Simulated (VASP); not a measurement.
# MoS2 (R3m) in VASP: a series of runs, part 2 of 3

VASP 6.6.1. The steps go on from the part before.

## 3. Single point, PBE (equal strain along all axes, cell held: +1.0 %, then relaxed in part)

INCAR reads:

```
SYSTEM = MoS2
PREC = Accurate
ENCUT = 520
EDIFF = 1E-6
ISMEAR = 0
SIGMA = 0.02
LREAL = .False.
LASPH = .True.
NELM = 100
ALGO = Normal
ISIF = 2
LWAVE = .False.
LCHARG = .False.
GGA = PE
NBANDS = 49
```

KPOINTS reads:

```
Automatic mesh
0
Gamma
  12 12 2
  0 0 0
```

POSCAR reads:

```
MoS2
1.0
    3.2170284193      0.0000000000      0.0000000000
   -1.6085142096      2.7860283358      0.0000000000
    0.0000000000      0.0000000000     22.5381548800
Mo S
3 6
Direct
    0.0000000000      0.0000000000      0.0002221484
    0.6666666667      0.3333333333      0.3335554817
    0.3333333333      0.6666666667      0.6668888150
    0.3333333333      0.6666666667      0.2646885933
    0.6666666667      0.3333333333      0.0690882583
    0.0000000000      0.0000000000      0.5980219266
    0.3333333333      0.6666666667      0.4024215917
    0.6666666667      0.3333333333      0.9313552600
    0.0000000000      0.0000000000      0.7357549250
```

Potentials or basis: VASP PAW PBE potentials, release 64 (Mo_sv, S).

Command:

```
$ cat potpaw_PBE.64/Mo_sv/POTCAR potpaw_PBE.64/S/POTCAR > POTCAR
$ mpirun -np 1 vasp_std > vasp.out
```

It took 4.4 min on 1 thread of Oxide Virtual Turin-like, shared host; peak memory 0.43 GiB.

Results (log left out):

| Quantity | Value |
| --- | --- |
| Free energy | -65.5459 eV |
| Pressure | -1.5 GPa |
| Largest force | 0.009 eV/Å |
| Band gap on the k mesh | 1.25 eV |

Forces on the atoms (eV/Å):
```
Mo   0.000  0.000  0.000
Mo   0.000  0.000  0.000
Mo   0.000  0.000  0.000
S    0.000  0.000  0.009
S    0.000  0.000 -0.009
S    0.000  0.000  0.009
S    0.000  0.000 -0.009
S    0.000  0.000  0.009
S    0.000  0.000 -0.009
```

Stress tensor (GPa, compression positive):
```
-2.19  0.00  0.00
 0.00 -2.19  0.00
 0.00  0.00 -0.14
```

Levels at points of the mesh, in eV from the valence-band top:
```tsv
k point	band 36	band 37	band 38	band 39	band 40	band 41	band 42	band 43
(0.00, 0.00, 0.00)	-1.68	-0.34	-0.07	-0.07	2.40	2.40	2.40	2.40
(0.50, 0.00, 0.00)	-1.34	-0.89	-0.89	-0.87	1.85	1.85	1.85	2.36
(0.00, 0.00, 0.50)	-1.82	-0.23	-0.23	0.00	2.40	2.40	2.40	2.40
(0.50, 0.00, 0.50)	-1.34	-0.90	-0.88	-0.88	1.85	1.85	1.85	2.35
```

Caveat: the cell differs from its parent crystal (equal strain along all axes, cell held: +1.0 %, then relaxed in part); this functional lacks dispersion, which binds layers or chains, so the pressure and a relaxed spacing across them are unreliable. A k mesh can miss the band edges.

## 4. Single point, PBE

This run uses another cell than the first one, of 22.44 Å³/atom.

INCAR reads:

```
  PREC = Accurate
  ENCUT = 520
  EDIFF = 1E-7
  ISMEAR = 0
  SIGMA = 0.02
  LREAL = F
  LASPH = T
  NELM = 60
  ALGO = Normal
  ISIF = 2
  LWAVE = F
  LCHARG = T
  GGA = PE
  LELF = T
  LVHAR = T
  NBANDS = 49
```

KPOINTS reads:

```
Automatic mesh
0
Gamma
  12 12 2
```

POSCAR is that of step 3.

Potentials or basis: VASP PAW PBE potentials, release 64 (Mo_sv, S).

Command:

```
$ cat potpaw_PBE.64/Mo_sv/POTCAR potpaw_PBE.64/S/POTCAR > POTCAR
$ mpirun -np 1 vasp_std > vasp.out
```

OUTCAR:

```text
PREC = Accurate
   ENCUT = 520
   EDIFF = 1E-7
   ISMEAR = 0
   LREAL = F
   LASPH = T
   NELM = 60
   ISIF = 2
   GGA = PE

 ion  position               nearest neighbor table
   1  0.000  0.000  0.000-   5 2.42   5 2.42   5 2.42   8 2.42   8 2.42   8 2.42
   2  0.667  0.333  0.334-   7 2.42   7 2.42   7 2.42   4 2.42   4 2.42   4 2.42
   3  0.333  0.667  0.667-   9 2.42   9 2.42   9 2.42   6 2.42   6 2.42   6 2.42
   4  0.333  0.667  0.265-   2 2.42   2 2.42   2 2.42
   5  0.667  0.333  0.069-   1 2.42   1 2.42   1 2.42
   6  0.000  0.000  0.598-   3 2.42   3 2.42   3 2.42
   7  0.333  0.667  0.402-   2 2.42   2 2.42   2 2.42
   8  0.667  0.333  0.931-   1 2.42   1 2.42   1 2.42
   9  0.000  0.000  0.736-   3 2.42   3 2.42   3 2.42

  LATTYP: Found a hexagonal cell.
 ALAT       =     3.2170284193
 C/A-ratio  =     7.0058923772

  Lattice vectors:

 A1 = (   3.2170284193,   0.0000000000,   0.0000000000)
 A2 = (  -1.6085142096,   2.7860283358,   0.0000000000)
 A3 = (   0.0000000000,   0.0000000000,  22.5381548800)

Analysis of symmetry for initial positions (statically):
=====================================================================
 Subroutine PRICEL returns following result:

  LATTYP: Found a trigonal (rhomboedric) cell.
 ALAT       =     7.7389077692
 COS(alpha) =     0.9135986640

  Lattice vectors:

 A1 = (   1.6085142095,  -0.9286761118,  -7.5127182948)
 A2 = (  -1.6085142093,  -0.9286761121,  -7.5127182903)
 A3 = (  -0.0000000001,   1.8573522240,  -7.5127182948)

   3 primitive cells build up your supercell.

 Routine SETGRP: Setting up the symmetry group for a
 hexagonal supercell.

 Subroutine GETGRP returns: Found  6 space group operations
 (whereof  6 operations were pure point group operations)
 out of a pool of 24 trial point group operations.

The static configuration has the point symmetry C_3v.

Analysis of symmetry for dynamics (positions and initial velocities):
=====================================================================
 Subroutine PRICEL returns following result:

  LATTYP: Found a trigonal (rhomboedric) cell.
 ALAT       =     7.7389077692
 COS(alpha) =     0.9135986640

  Lattice vectors:

 A1 = (   1.6085142095,  -0.9286761118,  -7.5127182948)
 A2 = (  -1.6085142093,  -0.9286761121,  -7.5127182903)
 A3 = (  -0.0000000001,   1.8573522240,  -7.5127182948)

   3 primitive cells build up your supercell.

 Routine SETGRP: Setting up the symmetry group for a
 hexagonal supercell.

 Subroutine GETGRP returns: Found  6 space group operations
 (whereof  6 operations were pure point group operations)
 out of a pool of 24 trial point group operations.

The dynamic configuration has the point symmetry C_3v.

 Subroutine INISYM returns: Found  6 space group operations
 (whereof  6 operations are pure point group operations),
 and found     3 'primitive' translations

[... 50 lines left out ...]

 Following reciprocal coordinates:
            Coordinates               Weight
  0.000000  0.000000  0.000000      1.000000
  0.083333  0.000000  0.000000      6.000000
  0.166667  0.000000  0.000000      6.000000
  0.250000  0.000000  0.000000      6.000000
  0.333333  0.000000  0.000000      6.000000
  0.416667  0.000000  0.000000      6.000000
[... 16 lines left out ...]
  0.250000  0.000000  0.500000      6.000000
  0.333333  0.000000  0.500000      6.000000
 [... further k-points ...]
   k-points           NKPTS =     38   k-points in BZ     NKDIM =     38   number of bands    NBANDS=     49
   number of dos      NEDOS =    301   number of ions     NIONS =      9
   total plane-waves  NPLWV =  96768
   dimension x,y,z NGX =    24 NGY =   24 NGZ =  168
   dimension x,y,z NGXF=    48 NGYF=   48 NGZF=  336
   ions per type =               3   6
   NGX,Y,Z   is equivalent  to a cutoff of  12.40, 12.40, 12.39 a.u.
   NGXF,Y,Z  is equivalent  to a cutoff of  24.80, 24.80, 24.78 a.u.
 SYSTEM =  unknown system
   PREC   = accura    normal or accurate (medium, high low for compatibility)
   ISTART =      0    job   : 0-new  1-cont  2-samecut
   ICHARG =      2    charge: 1-file 2-atom 10-const
   ISPIN  =      1    spin polarized calculation?
   LNONCOLLINEAR =      F non collinear calculations
   LSORBIT =      F    spin-orbit coupling
   LASPH  =      T    aspherical Exc in radial PAW
   ENCUT  =  520.0 eV  38.22 Ry    6.18 a.u.   5.98  5.98 41.91*2*pi/ulx,y,z
   NELM   =     60;   NELMIN=  2; NELMDL= -5     # of ELM steps
   EDIFF  = 0.1E-06   stopping-criterion for ELM
   LREAL  =      F    real-space projection
   EDIFFG = 0.1E-05   stopping-criterion for IOM
   NSW    =      0    number of steps for IOM
   IBRION =     -1    ionic relax: 0-MD 1-quasi-New 2-CG
   NFREE  =      0    steps in history (QN), initial steepest desc. (CG)
   ISIF   =      2    stress and relaxation
   ISYM   =      2    0-nonsym 1-usesym 2-fastsym
   POTIM  = 0.5000    time-step for ionic-motion
   TEBEG  =    0.0;   TEEND  =   0.0 temperature during run
   PSTRESS=    0.0 pullay stress
   NELECT =      78.0000    total number of electrons
   NUPDOWN=      -1.0000    fix difference up-down
   EMIN   =  10.00;   EMAX   =-10.00  energy-range for DOS
   EFERMI =   0.00;   METHOD = LEGACY
   ISMEAR =     0;   SIGMA  =   0.02  broadening in eV -4-tet -1-fermi 0-gaus
   EFERMI_NEDOS =   21; number of points for ismear=-14 and -15
   IALGO  =     38    algorithm
   IMIX   =      4    mixing-type and parameters
     AMIX     =   0.40;   BMIX     =  1.00
     AMIX_MAG =   1.60;   BMIX_MAG =  1.00
  volume/ion in A,a.u.               =      22.44       151.47
  Fermi-wavevector in a.u.,A,eV,Ry     =   1.192120  2.252781 19.335932  1.421151
  Thomas-Fermi vector in A             =   2.328166
   LORBIT       =      0    0 simple, 1 ext, 2 COOP (PROOUT), +10 PAW based schemes
   GGA     = PE    functional components
   LHFCALC =     F    Hartree Fock is set to
   AEXX    =    0.0000 exact exchange contribution
   IVDW    =     0    specifies the selected vdW correction
   LEPSILON=     F    determine dielectric tensor
   LRPA    =     F    only Hartree local field effects (RPA)
 non-spin polarized calculation
 Gauss-broadening in eV      SIGMA  =   0.02
  energy-cutoff  :      520.00
  volume of cell :      202.00
 maximum number of plane-waves:      5526
 NGX is ok and might be reduce to    24
   NGX = 11   NGY = 11   NGZ = 83

 number of electron      78.0000003 magnetization

 Free energy of the ion-electron system (eV)
  ---------------------------------------------------
  ext. energy  EPLUGINS =         0.00000000
  ---------------------------------------------------
  free energy    TOTEN  =       -65.54587388 eV

  energy without entropy =      -65.54587388  energy(sigma->0) =      -65.54587388

 E-fermi :   4.5893     XC(G=0):  -9.2404

 val. band max:        4.5074427911   @ k =   0.0000   0.0000   0.5000
 cond. band min:       5.7621243533   @ k =   0.3333   0.3333   0.5000
 fundamental gap:      1.2546815622
 Fermi energy:         4.5893326884

 k-point     1 :       0.0000    0.0000    0.0000
  band No.  band energies     occupation
      1     -56.6720      2.00000
      2     -56.6720      2.00000
      3     -56.6720      2.00000
      4     -30.7893      2.00000
      5     -30.7893      2.00000
      6     -30.7893      2.00000
[... 1237 lines left out ...]
     48       7.6405      0.00000
     49       8.2379      0.00000

 [... further k-points ...]

------------------------ aborting loop because EDIFF is reached ----------------------------------------

  FORCE on cell =-STRESS in cart. coord.  units (eV):
  Direction    XX          YY          ZZ          XY          YZ          ZX
  --------------------------------------------------------------------------------------
  -------------------------------------------------------------------------------------
  Total       -2.7656557     -2.7656557     -0.1767443     -0.0000000      0.0000000      0.0000000
  in kB      -21.9356199    -21.9356199     -1.4018359     -0.0000000      0.0000000      0.0000000
  external PRESSURE =     -15.0910252 kB  Pullay stress =       0.0000000 kB

 VOLUME and BASIS-vectors are now :
 -----------------------------------------------------------------------------
  energy-cutoff  :      520.00
  volume of cell :      202.00
      direct lattice vectors                 reciprocal lattice vectors
     3.217028419  0.000000000  0.000000000     0.310845871  0.179466947  0.000000000
    -1.608514210  2.786028336  0.000000000     0.000000000  0.358933894  0.000000000
     0.000000000  0.000000000 22.538154880     0.000000000  0.000000000  0.044369204

 POSITION                                       TOTAL-FORCE (eV/Angst)
 -----------------------------------------------------------------------------------
      0.00000      0.00000      0.00501        -0.000000      0.000000     -0.000096
      1.60851      0.92868      7.51773        -0.000000     -0.000000     -0.000096
     -0.00000      1.85735     15.03044         0.000000      0.000000     -0.000096
     -0.00000      1.85735      5.96559         0.000000     -0.000000      0.008567
      1.60851      0.92868      1.55712        -0.000000      0.000000     -0.008472
      0.00000      0.00000     13.47831         0.000000     -0.000000      0.008567
     -0.00000      1.85735      9.06984        -0.000000      0.000000     -0.008472
      1.60851      0.92868     20.99103         0.000000     -0.000000      0.008567
      0.00000      0.00000     16.58256        -0.000000      0.000000     -0.008472
 -----------------------------------------------------------------------------------
    total drift:                                0.000000      0.000000     -0.000063

  FREE ENERGIE OF THE ION-ELECTRON SYSTEM (eV)
  ---------------------------------------------------
  free  energy   TOTEN  =       -65.5458738801 eV

  energy  without entropy=      -65.5458738801  energy(sigma->0) =      -65.54587388
```

Wall time 11 min (1 thread of Oxide Virtual Turin-like, shared host); peak memory 0.44 GiB.

What came out:

* Free energy: -65.5459 eV
* Pressure: -1.5 GPa
* Largest force: 0.009 eV/Å
* Band gap on the k mesh: 1.25 eV

Forces on the atoms (eV/Å):
```
Mo   0.000  0.000  0.000
Mo   0.000  0.000  0.000
Mo   0.000  0.000  0.000
S    0.000  0.000  0.009
S    0.000  0.000 -0.008
S    0.000  0.000  0.009
S    0.000  0.000 -0.008
S    0.000  0.000  0.009
S    0.000  0.000 -0.008
```

Caveat: this functional lacks dispersion, which binds layers or chains, so the pressure and a relaxed spacing across them are unreliable.

(Continued in part 3 of 3.)
